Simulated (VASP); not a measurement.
# Si29C3 (P1) in VASP: single point with PBEsol

Aim: the single point of Si29C3 with PBEsol.

Everything below comes from runs of VASP 6.6.1. Logs are shortened: lines on timing, memory, paths and dates and some standing lists are left out, and cuts for length are marked.

## Step 1: The cell of the first run

The typed cell holds 64 atoms: a = 10.468 Å, b = 10.468 Å, c = 10.468 Å, α = 90.00°, β = 90.00°, γ = 90.00°.

## Step 2: Single point, PBEsol

INCAR

```
PREC = Accurate
ENCUT = 520
EDIFF = 1E-6
ISMEAR = -1
SIGMA = 0.05
LREAL = Auto
LASPH = True
NELM = 60
ALGO = Normal
ISIF = 2
LWAVE = False
LCHARG = False
GGA = PS
NBANDS = 166
```

KPOINTS

```
Automatic mesh
0
Gamma
  1 1 1
  0.5 0.5 0.5
```

POSCAR

```
Si29C3
1.0
   10.4681862564      0.0000000000      0.0000000000
    0.0000000000     10.4681862564      0.0000000000
    0.0000000000      0.0000000000     10.4681862564
Si C
58 6
Direct
    0.0011270000      0.0022240000      0.9983240000
    0.0201880000      0.9814070000      0.4852060000
    0.9805560000      0.5172810000      0.9831680000
    0.9820980000      0.4857210000      0.5207130000
    0.5037010000      0.0053710000      0.5005870000
    0.1292660000      0.1215500000      0.1313620000
    0.1245600000      0.1290150000      0.6224330000
    0.1237990000      0.6326180000      0.1279080000
    0.1179420000      0.6259940000      0.6284990000
    0.6069840000      0.1061970000      0.1102930000
    0.6333790000      0.1356050000      0.6287750000
    0.6137270000      0.6063340000      0.1014570000
    0.6159080000      0.6072050000      0.6133280000
    0.2581850000      0.2489110000      0.0004460000
    0.2562780000      0.2569590000      0.4997240000
    0.2611010000      0.7488440000      0.0000020000
    0.2347780000      0.7601370000      0.4864520000
    0.7357270000      0.2473980000      0.9997380000
    0.7658660000      0.2774320000      0.5227590000
    0.7600960000      0.7272780000      0.9815580000
    0.7438720000      0.7452040000      0.4994840000
    0.3938050000      0.3911910000      0.1081350000
    0.3931120000      0.3921890000      0.6086140000
    0.3864780000      0.8887660000      0.1146790000
    0.3696430000      0.8743550000      0.6229710000
    0.8665320000      0.3766570000      0.1221240000
    0.8794480000      0.8651790000      0.1253100000
    0.8765720000      0.8666720000      0.6272660000
    0.2393060000      0.9816160000      0.2635490000
    0.2477000000      0.9990470000      0.7566230000
    0.2555320000      0.4996900000      0.2497870000
    0.2614910000      0.5030190000      0.7474670000
    0.7474090000      0.9999600000      0.2437910000
    0.7481000000      0.9989430000      0.7540670000
    0.7411500000      0.5038720000      0.2515420000
    0.7679260000      0.5000300000      0.7511780000
    0.3698610000      0.1235070000      0.3715250000
    0.3914030000      0.1056730000      0.8914060000
    0.3870900000      0.6146880000      0.3897060000
    0.3933250000      0.6062400000      0.8929480000
    0.8762510000      0.1284090000      0.3794010000
    0.8738980000      0.1339440000      0.8699750000
    0.8799430000      0.6257790000      0.3783910000
    0.9991640000      0.2526870000      0.2464530000
    0.9822730000      0.2675710000      0.7306240000
    0.0196560000      0.7654240000      0.2702510000
    0.9795840000      0.7290510000      0.7665560000
    0.5027480000      0.2530200000      0.2475800000
    0.4999900000      0.2565880000      0.7558000000
    0.5017060000      0.7435190000      0.2401290000
    0.4999300000      0.7429870000      0.7537950000
    0.1195770000      0.3769350000      0.3789990000
    0.1217530000      0.3765410000      0.8664420000
    0.1196330000      0.8631090000      0.8746180000
    0.6138900000      0.3934230000      0.3976340000
    0.6150950000      0.3943180000      0.8882980000
    0.6244960000      0.8731490000      0.3704740000
    0.6139370000      0.8834780000      0.8906090000
    0.4994560000      0.9951580000      0.0033420000
    0.5028230000      0.4983510000      0.9983320000
    0.5004030000      0.5038440000      0.5021570000
    0.8729960000      0.3841250000      0.6357850000
    0.8692360000      0.6187120000      0.8658750000
    0.1312050000      0.8719090000      0.3745250000
```

Potentials or basis: VASP PAW PBE potentials, release 64 (Si, C).

Command:

```bash
$ cat potpaw_PBE.64/Si/POTCAR potpaw_PBE.64/C/POTCAR > POTCAR
$ mpirun -np 1 vasp_std > vasp.out
```

OUTCAR:

```text
PREC = Accurate
   ENCUT = 520
   EDIFF = 1E-6
   ISMEAR = -1
   LREAL = Auto
   LASPH = True
   NELM = 60
   ISIF = 2
   GGA = PS

 ion  position               nearest neighbor table
   1  0.001  0.002  0.998-   6 2.30  54 2.31  27 2.33  42 2.34
   2  0.020  0.981  0.485-  64 2.00   7 2.38  41 2.42  28 2.43
   3  0.981  0.517  0.983-  63 2.00  26 2.39  53 2.42   8 2.45
   4  0.982  0.486  0.521-  62 1.97   9 2.33  43 2.35  52 2.36  19 3.14
   5  0.504  0.005  0.501-  37 2.31  57 2.32  25 2.34  11 2.35
   6  0.129  0.122  0.131-  44 2.28   1 2.30  29 2.32  14 2.34
   7  0.125  0.129  0.622-  15 2.31  30 2.34  45 2.37   2 2.38
   8  0.124  0.633  0.128-  16 2.31  46 2.31  31 2.34   3 2.45
   9  0.118  0.626  0.628-  47 2.31   4 2.33  32 2.34  17 2.38
  10  0.607  0.106  0.110-  59 1.97  18 2.31  33 2.31  48 2.37
  11  0.633  0.136  0.629-  34 2.28  49 2.31  19 2.32   5 2.35
  12  0.614  0.606  0.101-  60 1.95  35 2.32  20 2.35  50 2.35  56 3.15
  13  0.616  0.607  0.613-  61 2.00  21 2.30  51 2.38  36 2.42
  14  0.258  0.249  0.000-   6 2.34  38 2.34  22 2.35  53 2.41
  15  0.256  0.257  0.500-  37 2.27  52 2.29   7 2.31  23 2.31
  16  0.261  0.749  0.000-  24 2.30   8 2.31  54 2.31  40 2.32
  17  0.235  0.760  0.486-  64 1.98  25 2.34   9 2.38  39 2.43
  18  0.736  0.247  1.000-  56 2.31  10 2.31  26 2.31  42 2.31
  19  0.766  0.277  0.523-  62 1.98  11 2.32  55 2.39  41 2.45  45 3.14   4 3.14
  20  0.760  0.727  0.982-  63 2.02  12 2.35  27 2.43  58 2.43
  21  0.744  0.745  0.499-  57 2.28  43 2.28  13 2.30  28 2.31
  22  0.394  0.391  0.108-  60 1.97  14 2.35  48 2.35  31 2.36
  23  0.393  0.392  0.609-  61 1.97  15 2.31  32 2.31  49 2.38
  24  0.386  0.889  0.115-  59 2.00  16 2.30  50 2.34  29 2.40
  25  0.370  0.874  0.623-  30 2.30  17 2.34   5 2.34  51 2.37
[... 25 lines left out ...]
  51  0.500  0.743  0.754-  40 2.33  25 2.37  58 2.37  13 2.38
  52  0.120  0.377  0.379-  44 2.28  15 2.29  31 2.35   4 2.36
  53  0.122  0.377  0.866-  32 2.33  45 2.34  14 2.41   3 2.42
  54  0.120  0.863  0.875-   1 2.31  16 2.31  30 2.31  47 2.32
  55  0.614  0.393  0.398-  61 1.99  35 2.33  19 2.39  48 2.45
  56  0.615  0.394  0.888-  60 1.97  18 2.31  49 2.34  36 2.42  12 3.15
  57  0.624  0.873  0.370-  33 2.28  21 2.28  50 2.31   5 2.32
  58  0.614  0.883  0.891-  59 2.05  34 2.34  51 2.37  20 2.43
  59  0.499  0.995  0.003-  10 1.97  38 2.00  24 2.00  58 2.05
  60  0.503  0.498  0.998-  12 1.95  40 1.95  22 1.97  56 1.97
  61  0.500  0.504  0.502-  23 1.97  55 1.99  13 2.00  39 2.03
  62  0.873  0.384  0.636-  45 1.94   4 1.97  19 1.98  36 2.03
  63  0.869  0.619  0.866-  47 1.94   3 2.00  20 2.02  36 2.03
  64  0.131  0.872  0.375-  46 1.95  17 1.98  29 1.99   2 2.00

  LATTYP: Found a simple cubic cell.
 ALAT       =    10.4681862564

  Lattice vectors:

 A1 = (  10.4681862564,   0.0000000000,   0.0000000000)
 A2 = (   0.0000000000,  10.4681862564,   0.0000000000)
 A3 = (   0.0000000000,   0.0000000000,  10.4681862564)

Analysis of symmetry for initial positions (statically):
=====================================================================
 Subroutine PRICEL returns:
 Original cell was already a primitive cell.

 Routine SETGRP: Setting up the symmetry group for a
 simple cubic supercell.

 Subroutine GETGRP returns: Found  1 space group operations
 (whereof  1 operations were pure point group operations)
 out of a pool of 48 trial point group operations.

The static configuration has the point symmetry C_1 .

Analysis of symmetry for dynamics (positions and initial velocities):
=====================================================================
 Subroutine PRICEL returns:
 Original cell was already a primitive cell.

 Routine SETGRP: Setting up the symmetry group for a
 simple cubic supercell.

 Subroutine GETGRP returns: Found  1 space group operations
 (whereof  1 operations were pure point group operations)
 out of a pool of 48 trial point group operations.

The dynamic configuration has the point symmetry C_1 .

[... 150 lines left out ...]

----------------------------------------------------------------------------------------

 KPOINTS: Automatic mesh

Automatic generation of k-mesh.
 Grid dimensions read from file:
 generate k-points for:    1    1    1

 Generating k-lattice:

  Cartesian coordinates                     Fractional coordinates (reciprocal lattice)
     0.095527532  0.000000000  0.000000000     1.000000000  0.000000000  0.000000000
     0.000000000  0.095527532  0.000000000     0.000000000  1.000000000  0.000000000
     0.000000000  0.000000000  0.095527532     0.000000000  0.000000000  1.000000000

  Length of vectors
     0.095527532  0.095527532  0.095527532

  Shift w.r.t. Gamma in fractional coordinates (k-lattice)
     0.500000000  0.500000000  0.500000000

 Subroutine IBZKPT returns following result:
 ===========================================

 Found      1 irreducible k-points:

 Following reciprocal coordinates:
            Coordinates               Weight
  0.500000  0.500000  0.500000      1.000000
   k-points           NKPTS =      1   k-points in BZ     NKDIM =      1   number of bands    NBANDS=    166
   number of dos      NEDOS =    301   number of ions     NIONS =     64
   total plane-waves  NPLWV = 512000
   dimension x,y,z NGX =    80 NGY =   80 NGZ =   80
   dimension x,y,z NGXF=   160 NGYF=  160 NGZF=  160
   ions per type =              58   6
   NGX,Y,Z   is equivalent  to a cutoff of  12.70, 12.70, 12.70 a.u.
   NGXF,Y,Z  is equivalent  to a cutoff of  25.41, 25.41, 25.41 a.u.
 SYSTEM =  unknown system
   PREC   = accura    normal or accurate (medium, high low for compatibility)
   ISTART =      0    job   : 0-new  1-cont  2-samecut
   ICHARG =      2    charge: 1-file 2-atom 10-const
   ISPIN  =      1    spin polarized calculation?
   LNONCOLLINEAR =      F non collinear calculations
   LSORBIT =      F    spin-orbit coupling
   LASPH  =      T    aspherical Exc in radial PAW
   ENCUT  =  520.0 eV  38.22 Ry    6.18 a.u.  19.46 19.46 19.46*2*pi/ulx,y,z
   NELM   =     60;   NELMIN=  2; NELMDL= -5     # of ELM steps
   EDIFF  = 0.1E-05   stopping-criterion for ELM
   LREAL  =      T    real-space projection
   EDIFFG = 0.1E-04   stopping-criterion for IOM
   NSW    =      0    number of steps for IOM
   IBRION =     -1    ionic relax: 0-MD 1-quasi-New 2-CG
   NFREE  =      0    steps in history (QN), initial steepest desc. (CG)
   ISIF   =      2    stress and relaxation
   ISYM   =      2    0-nonsym 1-usesym 2-fastsym
   POTIM  = 0.5000    time-step for ionic-motion
   TEBEG  =    0.0;   TEEND  =   0.0 temperature during run
   PSTRESS=    0.0 pullay stress
   NELECT =     256.0000    total number of electrons
   NUPDOWN=      -1.0000    fix difference up-down
   EMIN   =  10.00;   EMAX   =-10.00  energy-range for DOS
   EFERMI =   0.00;   METHOD = LEGACY
   ISMEAR =    -1;   SIGMA  =   0.05  broadening in eV -4-tet -1-fermi 0-gaus
   EFERMI_NEDOS =   21; number of points for ismear=-14 and -15
   IALGO  =     38    algorithm
   IMIX   =      4    mixing-type and parameters
     AMIX     =   0.40;   BMIX     =  1.00
     AMIX_MAG =   1.60;   BMIX_MAG =  1.00
  volume/ion in A,a.u.               =      17.92       120.96
  Fermi-wavevector in a.u.,A,eV,Ry     =   0.993002  1.876501 13.416060  0.986053
  Thomas-Fermi vector in A             =   2.124853
   LORBIT       =      0    0 simple, 1 ext, 2 COOP (PROOUT), +10 PAW based schemes
   GGA     = PS    functional components
   LHFCALC =     F    Hartree Fock is set to
   AEXX    =    0.0000 exact exchange contribution
   IVDW    =     0    specifies the selected vdW correction
   LEPSILON=     F    determine dielectric tensor
   LRPA    =     F    only Hartree local field effects (RPA)
 non-spin polarized calculation
  energy-cutoff  :      520.00
  volume of cell :     1147.13
 maximum number of plane-waves:     30976
 NGX is ok and might be reduce to    80
   NGX = 39   NGY = 39   NGZ = 39

 number of electron     255.9999998 magnetization

 Free energy of the ion-electron system (eV)
  ---------------------------------------------------
  ext. energy  EPLUGINS =         0.00000000
  ---------------------------------------------------
  free energy    TOTEN  =      -378.88863271 eV

  energy without entropy =     -378.88807613  energy(sigma->0) =     -378.88835442

 E-fermi :   6.5453     XC(G=0):  -9.8584

 val. band max:        6.0972277102   @ k =   0.5000   0.5000   0.5000
 cond. band min:       6.9753656342   @ k =   0.5000   0.5000   0.5000
 fundamental gap:      0.8781379240
 Fermi energy:         6.5452742402

 k-point     1 :       0.5000    0.5000    0.5000
  band No.  band energies     occupation
      1      -6.9502      2.00000
      2      -6.7365      2.00000
      3      -6.7120      2.00000
      4      -6.5544      2.00000
      5      -6.5440      2.00000
      6      -6.3092      2.00000
[... 132 lines left out ...]
    139       7.8103      0.00000
    140       7.8265      0.00000
 [bands above 140 left out]

------------------------ aborting loop because EDIFF is reached ----------------------------------------

  FORCE on cell =-STRESS in cart. coord.  units (eV):
  Direction    XX          YY          ZZ          XY          YZ          ZX
  --------------------------------------------------------------------------------------
  -------------------------------------------------------------------------------------
  Total        0.9798627      0.9235734      0.9805824      0.9290899     -0.0156845     -0.0489461
  in kB        1.3685526      1.2899345      1.3695578      1.2976394     -0.0219062     -0.0683620
  external PRESSURE =       1.3426817 kB  Pullay stress =       0.0000000 kB

 VOLUME and BASIS-vectors are now :
 -----------------------------------------------------------------------------
  energy-cutoff  :      520.00
  volume of cell :     1147.13
      direct lattice vectors                 reciprocal lattice vectors
    10.468186256  0.000000000  0.000000000     0.095527532  0.000000000  0.000000000
     0.000000000 10.468186256  0.000000000     0.000000000  0.095527532  0.000000000
     0.000000000  0.000000000 10.468186256     0.000000000  0.000000000  0.095527532

 POSITION                                       TOTAL-FORCE (eV/Angst)
 -----------------------------------------------------------------------------------
      0.01180      0.02328     10.45064         0.000338      0.002434     -0.004825
      0.21133     10.27355      5.07923        -0.004602     -0.001627      0.002097
     10.26464      5.41499     10.29199         0.006449     -0.003462      0.004348
     10.28078      5.08462      5.45092         0.003780      0.001473     -0.004883
      5.27284      0.05622      5.24024         0.005125     -0.000749      0.003283
      1.35318      1.27241      1.37512         0.001555      0.000361     -0.003809
[... 56 lines left out ...]
      9.09932      6.47679      9.06414        -0.009330      0.000037      0.018990
      1.37348      9.12731      3.92060         0.001737      0.003709     -0.006196
 -----------------------------------------------------------------------------------
    total drift:                                0.009819     -0.003255      0.021852

  FREE ENERGIE OF THE ION-ELECTRON SYSTEM (eV)
  ---------------------------------------------------
  free  energy   TOTEN  =      -378.8886327146 eV

  energy  without entropy=     -378.8880761253  energy(sigma->0) =     -378.88835442
```

It took 8 min on 1 thread of Intel Xeon 8259CL, shared host; peak memory 0.96 GiB.

What came out:

```yaml
Free_energy: -378.8886 eV
Pressure: 0.1 GPa
Largest_force: 0.021 eV/Å
Band_gap_on_the_k_mesh: 0.88 eV
```

Forces on the atoms (eV/Å):
```
Si   0.000  0.002 -0.005
Si  -0.005 -0.002  0.002
Si   0.006 -0.003  0.004
Si   0.004  0.001 -0.005
Si   0.005 -0.001  0.003
Si   0.002  0.000 -0.004
Si   0.001 -0.002 -0.001
Si  -0.001 -0.004 -0.001
Si   0.002  0.001  0.001
Si  -0.002  0.001  0.002
Si  -0.002 -0.004 -0.001
Si   0.006  0.003  0.004
Si   0.000  0.003  0.004
Si  -0.002  0.000  0.001
Si   0.001 -0.001  0.001
Si  -0.002 -0.002 -0.004
Si   0.003 -0.005  0.004
Si   0.005  0.001 -0.002
Si  -0.002 -0.002 -0.005
Si   0.000  0.004  0.003
Si  -0.001 -0.001 -0.001
Si  -0.002  0.001 -0.001
Si  -0.001 -0.004  0.003
Si  -0.001  0.002  0.004
Si   0.003 -0.002 -0.001
Si   0.002  0.001 -0.002
Si  -0.002  0.001 -0.002
Si   0.001  0.005  0.000
Si   0.004  0.002 -0.001
Si  -0.005  0.000  0.001
Si   0.000 -0.002 -0.001
Si   0.001  0.000 -0.002
Si   0.005  0.001  0.001
Si   0.001 -0.004 -0.005
Si   0.004  0.003  0.000
Si  -0.002  0.002  0.000
Si   0.003 -0.002 -0.003
Si  -0.001  0.002 -0.003
Si   0.001  0.004  0.001
Si  -0.003  0.001  0.000
Si  -0.006  0.001  0.002
Si   0.000 -0.002  0.005
Si   0.001 -0.001 -0.001
Si   0.000  0.006 -0.005
Si   0.004 -0.005  0.002
Si  -0.007 -0.003 -0.001
Si   0.002  0.004 -0.002
Si   0.001  0.000  0.003
Si  -0.005 -0.002 -0.001
Si   0.003 -0.001  0.003
Si  -0.003  0.002  0.000
Si  -0.002  0.004  0.000
Si   0.000  0.001  0.004
Si  -0.003 -0.002 -0.001
Si   0.003 -0.006 -0.004
Si   0.004  0.000  0.002
Si  -0.006 -0.002  0.002
Si   0.002 -0.002  0.002
C   -0.001  0.004  0.001
C   -0.002 -0.004 -0.010
C    0.001  0.003  0.003
C   -0.004 -0.002 -0.006
C   -0.009  0.000  0.019
C    0.002  0.004 -0.006
```

Caveat: the k points lie up to 0.60 Å⁻¹ apart; the PAW data sets were made with another functional, which shifts forces and pressure a little; a shifted mesh leaves out Γ, where band edges can lie.
